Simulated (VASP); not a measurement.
**Rh: single point with PBEsol**

The system is Rh.

```
CELL_PARAMETERS angstrom
1.92780 1.92780 0.00000
-1.92780 1.92780 0.00000
0.00000 0.00000 3.73464
ATOMIC_POSITIONS crystal
Rh 0.00000 0.00000 0.00000
Rh 0.50000 0.50000 0.50000
```

This cell differs from its parent crystal: biaxial strain in the a-b plane: +2.0 %.

| Quantity | Value |
| --- | --- |
| Program | VASP 6.6.1 |
| Task | single point |
| Functional | PBEsol |
| Potentials or basis | VASP PAW PBE potentials, release 64 (Rh_pv) |
| Cutoff | 520 eV |
| k mesh | 20 × 20 × 14 |
| Occupations | gaussian, width 0.1 eV |
| Spin | no spin polarisation |
| Dipole correction | no |
| Further INCAR settings | ALGO = Fast; EDIFF = 1e-06; NBANDS = 22 |

| Quantity | Value |
| --- | --- |
| Pressure | -7.5 GPa |
| Band gap on the k mesh | zero (bands 15 and 16 overlap by 2.64 eV) |

Stress tensor (GPa, compression positive):
```
-10.04   0.00   0.00
  0.00 -10.04   0.00
  0.00   0.00  -2.45
```

Levels at points of the mesh, in eV from the Fermi level:
| k point | band 11 | band 12 | band 13 | band 14 | band 15 | band 16 | band 17 | band 18 | band 19 | band 20 |
| --- | --- | --- | --- | --- | --- | --- | --- | --- | --- | --- |
| (0.00, 0.00, 0.00) | -3.15 | -2.82 | -1.17 | -0.77 | 0.54 | 1.00 | 1.00 | 3.63 | 12.71 | 12.79 |
| (0.50, 0.00, 0.00) | -3.46 | -3.46 | -1.92 | -1.92 | -1.16 | -1.16 | 2.84 | 2.84 | 13.57 | 13.57 |
| (0.50, 0.50, 0.00) | 0.55 | 0.55 | 0.82 | 0.82 | 1.11 | 1.11 | 2.95 | 2.95 | 11.82 | 11.82 |
| (0.00, 0.00, 0.50) | -1.69 | -1.69 | -1.53 | -1.53 | -1.53 | -1.53 | -0.37 | -0.37 | 18.37 | 18.38 |
| (0.50, 0.00, 0.50) | -2.93 | -2.93 | 0.48 | 0.48 | 0.66 | 0.66 | 0.67 | 0.67 | 8.50 | 8.50 |
| (0.50, 0.50, 0.50) | -3.78 | -3.78 | -1.13 | -1.13 | 0.83 | 0.83 | 9.53 | 9.53 | 9.53 | 9.53 |

It took 88 s on 1 thread of Intel(R) Xeon(R) 6975P-C (Granite Rapids) (shared host), peak memory 0.33 GiB.

Caveat: the cell differs from its parent crystal (biaxial strain in the a-b plane: +2.0 %); the stress differs along the axes, from -10 to -2 GPa; the PAW data sets were made with another functional, which shifts forces and pressure a little.
